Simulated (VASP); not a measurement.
Write the native input for VASP 6.6.1 that does the following.

| Quantity | Value |
| --- | --- |
| Task | single point |
| Functional | PBE |
| Potentials or basis | VASP PAW PBE potentials, release 64 (Pb_d, S) |
| Cutoff | 520 eV |
| k mesh | 8 × 8 × 8 |
| Occupations | gaussian, width 0.017 eV |
| Spin | no spin polarisation |
| Dipole correction | no |
| Further INCAR settings | ALGO = Normal; EDIFF = 1e-06; NBANDS = 17 |

The structure of PbS (Galena) lies in POSCAR:

```
PbS
1.0
    0.0000000000      2.9657500000      2.9657500000
    2.9657500000      0.0000000000      2.9657500000
    2.9657500000      2.9657500000      0.0000000000
Pb S
1 1
Direct
    0.0000000000      0.0000000000      0.0000000000
    0.5000000000      0.5000000000      0.5000000000
```

These files were run (other wordings do the same):

INCAR

```
PREC = Accurate ; ENCUT = 520
EDIFF = 1E-6 ; ISMEAR = 0
SIGMA = 0.017 ; LREAL = False
LASPH = True ; NELM = 100
ALGO = Normal ; ISIF = 2
LWAVE = False ; LCHARG = False
GGA = PE ; NBANDS = 17
```

KPOINTS

```
Automatic mesh
0
Gamma
  8 8 8
```

Potentials or basis: VASP PAW PBE potentials, release 64 (Pb_d, S).

The run is started by

```console
$ cat potpaw_PBE.64/Pb_d/POTCAR potpaw_PBE.64/S/POTCAR > POTCAR
$ mpirun -np 1 vasp_std > vasp.out
```

It gave:

- Pressure: 2.1 GPa
- Band gap on the k mesh: 0.36 eV, direct

Caveat: spin-orbit coupling is left out, which moves the levels of the heavy elements.

Run time: 32 s on 1 thread of Intel Xeon 8259CL, on a shared host, peak memory 0.18 GiB.
